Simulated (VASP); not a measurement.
Wanted: the native input for a VASP 6.6.1 run.

```
Task                   : single point
Functional             : PBE
Potentials or basis    : VASP PAW PBE potentials, release 64 (Cd, Se)
Cutoff                 : 520 eV
k mesh                 : 14 × 14 × 14
Occupations            : fermi-dirac, width 0.05 eV
Spin                   : no spin polarisation
Dipole correction      : no
Further INCAR settings : ALGO = Normal; EDIFF = 1e-07; NBANDS = 16
```

The structure of CdSe (rocksalt type) lies in POSCAR:

```
CdSe
1.0
    0.0000000000      2.4460365637      2.4460365637
    2.4460365637      0.0000000000      2.4460365637
    2.4460365637      2.4460365637      0.0000000000
Cd Se
1 1
Direct
    0.0000000000      0.0000000000      0.0000000000
    0.5000000000      0.5000000000      0.5000000000
```

One way to write it, as run:

INCAR

```
ALGO = Normal
EDIFF = 1E-7
ENCUT = 520
GGA = PE
ISIF = 2
ISMEAR = -1
LASPH = True
LCHARG = False
LREAL = False
LWAVE = False
NBANDS = 16
NELM = 80
PREC = Accurate
SIGMA = 0.05
```

KPOINTS

```
k-points
0
Gamma
  14 14 14
```

Potentials or basis: VASP PAW PBE potentials, release 64 (Cd, Se).

Run with:

```bash
$ cat potpaw_PBE.64/Cd/POTCAR potpaw_PBE.64/Se/POTCAR > POTCAR
$ mpirun -np 1 vasp_std > vasp.out
```

It gave:

```
Pressure               : 93.1 GPa
Band gap on the k mesh : zero (band 9 reaches 8.21 eV, above the bottom of band 10 at 7.32 eV)
```

It took 36 s on 1 thread of AMD EPYC 9R45 96-Core Processor (Zen 5) (shared host), peak memory 0.16 GiB.
